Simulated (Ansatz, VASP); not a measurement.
In: VASP beside Ansatz

Contents of INCAR:

```
  PREC = Accurate
  ENCUT = 520
  EDIFF = 1E-7
  ISMEAR = -1
  SIGMA = 0.1
  LREAL = False
  LASPH = True
  NELM = 80
  ALGO = Normal
  ISIF = 2
  LWAVE = False
  LCHARG = False
  GGA = RE
  NBANDS = 12
```

The input KPOINTS:

```
regular mesh
0
Gamma
  13 13 13
```

Contents of POSCAR:

```
In
1.0
   -1.9046854834      1.9046854834      1.9046854834
    1.9046854834     -1.9046854834      1.9046854834
    1.9046854834      1.9046854834     -1.9046854834
In
1
Direct
    0.0000000000      0.0000000000      0.0000000000
```

Input for Ansatz:

```yaml
crystal:
  lattice:
    - [-1.9046854834, 1.9046854834, 1.9046854834]
    - [1.9046854834, -1.9046854834, 1.9046854834]
    - [1.9046854834, 1.9046854834, -1.9046854834]
  atoms:
    - { symbol: In, position: [0.0, 0.0, 0.0] }
hamiltonian:
  xc: revpbe
  pseudopotentials:
    kind: paw
    azcp:
      In: "pseudopotentials/In.paw.azcp"
basis:
  ecutwfc: 420
  fft_grid_basis: typed
kpoints:
  mp_grid: { grid: [13, 13, 13], shift: [0, 0, 0] }
magnetization:
  spin_polarized: false
scf:
  occupations: { method: fermi_dirac, width: 0.1 }
  lower_state_search: "off"
output:
  stress: true
```

Alike in both runs: task single point; functional revPBE; k mesh 13 × 13 × 13; occupations fermi-dirac, width 0.1 eV; no spin polarisation.

|  | VASP | Ansatz |
| --- | --- | --- |
| version | VASP 6.6.1 | Ansatz 0.2.0 |
| potentials or method | VASP PAW PBE potentials, release 64 (In_d), cutoff 520 eV | plane waves (420 eV) with PAW, scalar-relativistic |
| valence electrons in the cell | 13 | 13 |

|  | VASP | Ansatz | Ansatz less VASP |
| --- | --- | --- | --- |
| pressure (GPa) | 1.2 | 1.3 | +0.04 |

VASP's potentials were made for PBE, not for revPBE. The functional is the same, so the differences come from potentials, cutoffs and numerics.
